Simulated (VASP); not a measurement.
# Sn (Pm-3m) in VASP: notebook

Aim: see how the results for Sn move with the level of theory and the settings. Levels: LDA, PBEsol+D3(BJ). Tasks: single point.

Everything below comes from runs of VASP 6.6.1. Logs are shortened: lines on timing, memory, paths and dates and some standing lists are left out, and cuts for length are marked.

## Step 1: The cell of the first run

Symmetry: Pm-3m, No. 221, cubic system. Conventional cell: a = 3.033 Å, b = 3.033 Å, c = 3.033 Å, α = 90.00°, β = 90.00°, γ = 90.00°. Sn (site symmetry m-3m) has 6 Sn at 3.03 Å within 4.0 Å.

## Step 2: Single point, LDA

INCAR

```
SYSTEM = Sn
ALGO = Normal ; EDIFF = 1E-6
ENCUT = 500 ; GGA_COMPAT = .False.
ISIF = 2 ; ISMEAR = -1
LASPH = .True. ; LCHARG = .False.
LREAL = .False. ; LWAVE = .False.
NBANDS = 13 ; NELM = 120
PREC = Accurate ; SIGMA = 0.1
```

KPOINTS

```
k-points
0
Gamma
  14 14 14
  0 0 0
```

POSCAR

```
Sn
1.0
    3.0331809074      0.0000000000      0.0000000000
    0.0000000000      3.0331809074      0.0000000000
    0.0000000000      0.0000000000      3.0331809074
Sn
1
Direct
    0.0000000000      0.0000000000      0.0000000000
```

Potentials or basis: VASP PAW LDA potentials, release 64 (Sn_d).

Run with:

```console
$ cat potpaw_LDA.64/Sn_d/POTCAR > POTCAR
$ mpirun -np 1 vasp_std > vasp.out
```

OUTCAR:

```text
SYSTEM = Sn
   EDIFF = 1E-6
   ENCUT = 500
   ISIF = 2
   ISMEAR = -1
   LASPH = .True.
   LREAL = .False.
   NELM = 120
   PREC = Accurate

 ion  position               nearest neighbor table
   1  0.000  0.000  0.000-

  LATTYP: Found a simple cubic cell.
 ALAT       =     3.0331809074

  Lattice vectors:

 A1 = (   3.0331809074,   0.0000000000,   0.0000000000)
 A2 = (   0.0000000000,   3.0331809074,   0.0000000000)
 A3 = (   0.0000000000,   0.0000000000,   3.0331809074)

Analysis of symmetry for initial positions (statically):
=====================================================================
 Subroutine PRICEL returns:
 Original cell was already a primitive cell.

 Routine SETGRP: Setting up the symmetry group for a
 simple cubic supercell.

 Subroutine GETGRP returns: Found 48 space group operations
 (whereof 48 operations were pure point group operations)
 out of a pool of 48 trial point group operations.

The static configuration has the point symmetry O_h .

Analysis of symmetry for dynamics (positions and initial velocities):
=====================================================================
 Subroutine PRICEL returns:
 Original cell was already a primitive cell.

 Routine SETGRP: Setting up the symmetry group for a
 simple cubic supercell.

 Subroutine GETGRP returns: Found 48 space group operations
 (whereof 48 operations were pure point group operations)
 out of a pool of 48 trial point group operations.

The dynamic configuration has the point symmetry O_h .

 Subroutine INISYM returns: Found 48 space group operations
 (whereof 48 operations are pure point group operations),
 and found     1 'primitive' translations

----------------------------------------------------------------------------------------

                                     Primitive cell

  volume of cell :      27.9058

  direct lattice vectors                    reciprocal lattice vectors
     3.033180907  0.000000000  0.000000000     0.329686897  0.000000000  0.000000000
     0.000000000  3.033180907  0.000000000     0.000000000  0.329686897  0.000000000
     0.000000000  0.000000000  3.033180907     0.000000000  0.000000000  0.329686897

  length of vectors
     3.033180907  3.033180907  3.033180907     0.329686897  0.329686897  0.329686897

  position of ions in fractional coordinates (direct lattice)
     0.000000000  0.000000000  0.000000000

  ion indices of the primitive-cell ions
   primitive index   ion index
                 1           1

----------------------------------------------------------------------------------------

 KPOINTS: k-points

Automatic generation of k-mesh.
 Grid dimensions read from file:
 generate k-points for:   14   14   14

 Generating k-lattice:

  Cartesian coordinates                     Fractional coordinates (reciprocal lattice)
     0.023549064  0.000000000  0.000000000     0.071428571  0.000000000  0.000000000
     0.000000000  0.023549064  0.000000000     0.000000000  0.071428571  0.000000000
     0.000000000  0.000000000  0.023549064     0.000000000  0.000000000  0.071428571

  Length of vectors
     0.023549064  0.023549064  0.023549064

  Shift w.r.t. Gamma in fractional coordinates (k-lattice)
     0.000000000  0.000000000  0.000000000

 Subroutine IBZKPT returns following result:
 ===========================================

 Found    120 irreducible k-points:

 Following reciprocal coordinates:
            Coordinates               Weight
  0.000000  0.000000  0.000000      1.000000
  0.071429  0.000000  0.000000      6.000000
  0.142857  0.000000  0.000000      6.000000
  0.214286  0.000000  0.000000      6.000000
  0.285714  0.000000  0.000000      6.000000
  0.357143  0.000000  0.000000      6.000000
[... 16 lines left out ...]
  0.285714  0.214286  0.000000     24.000000
  0.357143  0.214286  0.000000     24.000000
 [... further k-points ...]
   k-points           NKPTS =    120   k-points in BZ     NKDIM =    120   number of bands    NBANDS=     13
   number of dos      NEDOS =    301   number of ions     NIONS =      1
   total plane-waves  NPLWV =  13824
   dimension x,y,z NGX =    24 NGY =   24 NGZ =   24
   dimension x,y,z NGXF=    48 NGYF=   48 NGZF=   48
   ions per type =               1
   NGX,Y,Z   is equivalent  to a cutoff of  13.15, 13.15, 13.15 a.u.
   NGXF,Y,Z  is equivalent  to a cutoff of  26.31, 26.31, 26.31 a.u.
 SYSTEM =  Sn
   PREC   = accura    normal or accurate (medium, high low for compatibility)
   ISTART =      0    job   : 0-new  1-cont  2-samecut
   ICHARG =      2    charge: 1-file 2-atom 10-const
   ISPIN  =      1    spin polarized calculation?
   LNONCOLLINEAR =      F non collinear calculations
   LSORBIT =      F    spin-orbit coupling
   LASPH  =      T    aspherical Exc in radial PAW
   ENCUT  =  500.0 eV  36.75 Ry    6.06 a.u.   5.53  5.53  5.53*2*pi/ulx,y,z
   NELM   =    120;   NELMIN=  2; NELMDL= -5     # of ELM steps
   EDIFF  = 0.1E-05   stopping-criterion for ELM
   LREAL  =      F    real-space projection
   EDIFFG = 0.1E-04   stopping-criterion for IOM
   NSW    =      0    number of steps for IOM
   IBRION =     -1    ionic relax: 0-MD 1-quasi-New 2-CG
   NFREE  =      0    steps in history (QN), initial steepest desc. (CG)
   ISIF   =      2    stress and relaxation
   ISYM   =      2    0-nonsym 1-usesym 2-fastsym
   POTIM  = 0.5000    time-step for ionic-motion
   TEBEG  =    0.0;   TEEND  =   0.0 temperature during run
   PSTRESS=    0.0 pullay stress
   NELECT =      14.0000    total number of electrons
   NUPDOWN=      -1.0000    fix difference up-down
   EMIN   =  10.00;   EMAX   =-10.00  energy-range for DOS
   EFERMI =   0.00;   METHOD = LEGACY
   ISMEAR =    -1;   SIGMA  =   0.10  broadening in eV -4-tet -1-fermi 0-gaus
   EFERMI_NEDOS =   21; number of points for ismear=-14 and -15
   IALGO  =     38    algorithm
   IMIX   =      4    mixing-type and parameters
     AMIX     =   0.40;   BMIX     =  1.00
     AMIX_MAG =   1.60;   BMIX_MAG =  1.00
  volume/ion in A,a.u.               =      27.91       188.32
  Fermi-wavevector in a.u.,A,eV,Ry     =   1.300826  2.458205 23.023074  1.692148
  Thomas-Fermi vector in A             =   2.432000
   LORBIT       =      0    0 simple, 1 ext, 2 COOP (PROOUT), +10 PAW based schemes
   GGA     = CA    functional components
   LHFCALC =     F    Hartree Fock is set to
   AEXX    =    0.0000 exact exchange contribution
   IVDW    =     0    specifies the selected vdW correction
   LEPSILON=     F    determine dielectric tensor
   LRPA    =     F    only Hartree local field effects (RPA)
 non-spin polarized calculation
  energy-cutoff  :      500.00
  volume of cell :       27.91
 maximum number of plane-waves:       739
 NGX is ok and might be reduce to    24
   NGX = 11   NGY = 11   NGZ = 11

 number of electron      14.0000014 magnetization

 Free energy of the ion-electron system (eV)
  ---------------------------------------------------
  ext. energy  EPLUGINS =         0.00000000
  ---------------------------------------------------
  free energy    TOTEN  =        -4.46349847 eV

  energy without entropy =       -4.44579972  energy(sigma->0) =       -4.45464909

 E-fermi :   7.2187     XC(G=0): -10.3731

 val. band max:        7.2079885076   @ k =   0.2857   0.2857   0.1429
 cond. band min:       7.2417601208   @ k =   0.5000   0.5000   0.4286
 fundamental gap:      0.0337716132
 Fermi energy:         7.2186771151

 k-point     1 :       0.0000    0.0000    0.0000
  band No.  band energies     occupation
      1     -14.2633      2.00000
      2     -14.2633      2.00000
      3     -13.8307      2.00000
      4     -13.8307      2.00000
      5     -13.8307      2.00000
      6      -3.7116      2.00000
      7      12.6919      0.00000
      8      12.6919      0.00000
      9      12.6919      0.00000
     10      16.1821      0.00000
     11      16.1821      0.00000
     12      17.5342      0.00000
     13      27.5530      0.00000

 k-point     2 :       0.0714    0.0000    0.0000
  band No.  band energies     occupation
      1     -14.2622      2.00000
      2     -14.2465      2.00000
      3     -13.8363      2.00000
      4     -13.8363      2.00000
      5     -13.8302      2.00000
      6      -3.6279      2.00000
      7      11.6018      0.00000
      8      12.7822      0.00000
      9      12.7822      0.00000
     10      16.2430      0.00000
     11      16.8144      0.00000
     12      18.1723      0.00000
     13      26.8543      0.00000

 k-point     3 :       0.1429    0.0000    0.0000
  band No.  band energies     occupation
      1     -14.2592      2.00000
      2     -14.1995      2.00000
      3     -13.8521      2.00000
      4     -13.8521      2.00000
      5     -13.8289      2.00000
      6      -3.3768      2.00000
      7       9.7106      0.00000
      8      13.0478      0.00000
      9      13.0478      0.00000
     10      16.4261      0.00000
     11      17.2070      0.00000
     12      20.2064      0.00000
     13      25.4600      0.00000
[... 305 lines left out ...]
 k-point    23 :       0.2857    0.2143    0.0000
  band No.  band energies     occupation
      1     -14.1722      2.00000
      2     -13.9876      2.00000
      3     -13.9546      2.00000
      4     -13.8953      2.00000
      5     -13.8681      2.00000
      6      -1.6397      2.00000
      7       6.6814      1.99076
      8       9.1265      0.00000
      9      14.8174      0.00000
     10      17.0727      0.00000
     11      18.2524      0.00000
     12      23.2171      0.00000
     13      24.1568      0.00000

 k-point    24 :       0.3571    0.2143    0.0000
  band No.  band energies     occupation
      1     -14.1632      2.00000
      2     -13.9806      2.00000
      3     -13.9219      2.00000
      4     -13.9174      2.00000
      5     -13.8659      2.00000
      6      -0.9399      2.00000
      7       5.0998      2.00000
      8       9.7328      0.00000
      9      15.4282      0.00000
     10      15.7779      0.00000
     11      18.7281      0.00000
     12      22.2673      0.00000
     13      22.8652      0.00000

 [... further k-points ...]
[... 5 lines left out ...]
  --------------------------------------------------------------------------------------
  -------------------------------------------------------------------------------------
  Total       -0.2556455     -0.2556455     -0.2556455     -0.0000000     -0.0000000      0.0000000
  in kB      -14.6775564    -14.6775564    -14.6775564     -0.0000000     -0.0000000      0.0000000
  external PRESSURE =     -14.6775564 kB  Pullay stress =       0.0000000 kB

 VOLUME and BASIS-vectors are now :
 -----------------------------------------------------------------------------
  energy-cutoff  :      500.00
  volume of cell :       27.91
      direct lattice vectors                 reciprocal lattice vectors
     3.033180907  0.000000000  0.000000000     0.329686897  0.000000000  0.000000000
     0.000000000  3.033180907  0.000000000     0.000000000  0.329686897  0.000000000
     0.000000000  0.000000000  3.033180907     0.000000000  0.000000000  0.329686897

 POSITION                                       TOTAL-FORCE (eV/Angst)
 -----------------------------------------------------------------------------------
      0.00000      0.00000      0.00000         0.000000      0.000000      0.000000
 -----------------------------------------------------------------------------------
    total drift:                                0.000000     -0.000000      0.000000

  FREE ENERGIE OF THE ION-ELECTRON SYSTEM (eV)
  ---------------------------------------------------
  free  energy   TOTEN  =        -4.4634984688 eV

  energy  without entropy=       -4.4457997157  energy(sigma->0) =       -4.45464909
```

Wall time 9.1 s (1 thread of Intel Xeon 6975P-C (Granite Rapids), shared host); peak memory 0.15 GiB.

Results:

```
Free energy            : -4.4635 eV
Pressure               : -1.5 GPa
Band gap on the k mesh : zero (band 7 reaches 12.69 eV, above the bottom of band 8 at 5.04 eV)
```

Levels at points of the mesh, in eV from the Fermi level:
| k point | band 3 | band 4 | band 5 | band 6 | band 7 | band 8 | band 9 | band 10 | band 11 | band 12 |
| --- | --- | --- | --- | --- | --- | --- | --- | --- | --- | --- |
| (0.00, 0.00, 0.00) | -21.05 | -21.05 | -21.05 | -10.93 | 5.47 | 5.47 | 5.47 | 8.96 | 8.96 | 10.32 |
| (0.50, 0.00, 0.00) | -21.16 | -21.14 | -21.04 | -7.79 | -4.67 | 8.12 | 8.12 | 11.85 | 11.91 | 12.19 |
| (0.50, 0.50, 0.00) | -21.15 | -21.15 | -20.91 | -4.45 | -2.18 | -2.18 | 2.96 | 11.00 | 14.42 | 14.42 |
| (0.50, 0.50, 0.50) | -21.30 | -20.91 | -20.91 | -0.58 | 0.21 | 0.21 | 0.21 | 6.06 | 6.06 | 6.06 |

Caveat: spin-orbit coupling is left out, which moves the levels of the heavy elements.

## Step 3: Single point, PBEsol+D3(BJ), collinear spin, zero start

This run uses another cell than the first one, of 11.16 Å³/atom, 0.400 times its volume.

INCAR

```
  PREC = Accurate
  ENCUT = 500
  EDIFF = 1E-6
  ISMEAR = -1
  SIGMA = 0.1
  LREAL = False
  LASPH = True
  NELM = 200
  ALGO = Normal
  ISIF = 2
  LWAVE = False
  LCHARG = False
  ISPIN = 2
  MAGMOM = 0
  LORBIT = 11
  GGA = PS
  IVDW = 12
  NBANDS = 17
  GGA_COMPAT = False
```

KPOINTS

```
regular mesh
0
Gamma
  21 21 21
```

POSCAR

```
Sn
1.0
    2.2348668008      0.0000000000      0.0000000000
    0.0000000000      2.2348668008      0.0000000000
    0.0000000000      0.0000000000      2.2348668008
Sn
1
Direct
    0.0000000000      0.0000000000      0.0000000000
```

Potentials or basis: VASP PAW PBE potentials, release 64 (Sn_d).

Run with:

```console
$ cat potpaw_PBE.64/Sn_d/POTCAR > POTCAR
$ mpirun -np 1 vasp_std > vasp.out
```

OUTCAR:

```text
PREC = Accurate
   ENCUT = 500
   EDIFF = 1E-6
   ISMEAR = -1
   LREAL = False
   LASPH = True
   NELM = 200
   ISIF = 2
   ISPIN = 2
   LORBIT = 11
   GGA = PS
   IVDW = 12
 IVDW          = 12

 ion  position               nearest neighbor table
   1  0.000  0.000  0.000-

  LATTYP: Found a simple cubic cell.
 ALAT       =     2.2348668008

  Lattice vectors:

 A1 = (   2.2348668008,   0.0000000000,   0.0000000000)
 A2 = (   0.0000000000,   2.2348668008,   0.0000000000)
 A3 = (   0.0000000000,   0.0000000000,   2.2348668008)

Analysis of symmetry for initial positions (statically):
=====================================================================
 Subroutine PRICEL returns:
 Original cell was already a primitive cell.

 Routine SETGRP: Setting up the symmetry group for a
 simple cubic supercell.

 Subroutine GETGRP returns: Found 48 space group operations
 (whereof 48 operations were pure point group operations)
 out of a pool of 48 trial point group operations.

The static configuration has the point symmetry O_h .

Analysis of symmetry for dynamics (positions and initial velocities):
[... 663 lines left out ...]
 spin component 2

 k-point     1 :       0.0000    0.0000    0.0000
  band No.  band energies     occupation
      1      -1.8471      1.00000
      2      -1.8471      1.00000
      3       2.4315      1.00000
      4       2.4315      1.00000
      5       2.4315      1.00000
      6       3.7134      1.00000
[... 459 lines left out ...]
      6       5.4113      1.00000
[... 9 lines left out ...]
     16      59.4943      0.00000
     17      59.7969      0.00000

 [... further k-points ...]

------------------------ aborting loop because EDIFF is reached ----------------------------------------

 Edisp (eV)   -0.96520

 E8    (eV) :    -0.6818

  FORCE on cell =-STRESS in cart. coord.  units (eV):
  Direction    XX          YY          ZZ          XY          YZ          ZX
  --------------------------------------------------------------------------------------
  -------------------------------------------------------------------------------------
  Total      30.03461    30.03461    30.03461    -0.00000    -0.00000     0.00000
  in kB    4310.99662  4310.99662  4310.99662    -0.00000    -0.00000     0.00000
  external pressure =     4311.00 kB  Pullay stress =        0.00 kB

 VOLUME and BASIS-vectors are now :
 -----------------------------------------------------------------------------
  energy-cutoff  :      500.00
  volume of cell :       11.16
      direct lattice vectors                 reciprocal lattice vectors
     2.234866801  0.000000000  0.000000000     0.447453960  0.000000000  0.000000000
     0.000000000  2.234866801  0.000000000     0.000000000  0.447453960  0.000000000
     0.000000000  0.000000000  2.234866801     0.000000000  0.000000000  0.447453960

 POSITION                                       TOTAL-FORCE (eV/Angst)
 -----------------------------------------------------------------------------------
      0.00000      0.00000      0.00000         0.000000      0.000000      0.000000
 -----------------------------------------------------------------------------------
    total drift:                               -0.000000      0.000000      0.000000

  FREE ENERGIE OF THE ION-ELECTRON SYSTEM (eV)
  ---------------------------------------------------
  free  energy   TOTEN  =         4.6078961461 eV

  energy  without entropy=        4.6184626406  energy(sigma->0) =        4.61317939

 total charge

# of ion       s       p       d       tot
------------------------------------------
    1        1.370   2.554  10.593  14.517

 magnetization (x)

# of ion       s       p       d       tot
------------------------------------------
    1        0.000   0.000   0.000   0.000
```

Run time: 22 s. Hardware: 1 thread of Intel Xeon 6975P-C (Granite Rapids), shared host; peak memory 0.18 GiB.

Results:

| Item | Value |
| --- | --- |
| Free energy | 4.6079 eV |
| Pressure | 431.1 GPa |
| Band gap on the k mesh | zero (filled and empty bands overlap) |
| Net moment | 0.00 μB per cell |
| Dispersion energy per atom | -0.965 eV |

Caveat: three body term missing; the PAW data sets were made with another functional, which shifts forces and pressure a little; spin-orbit coupling is left out, which moves the levels of the heavy elements; pairwise dispersion overbinds metals, which lowers pressure and volume.
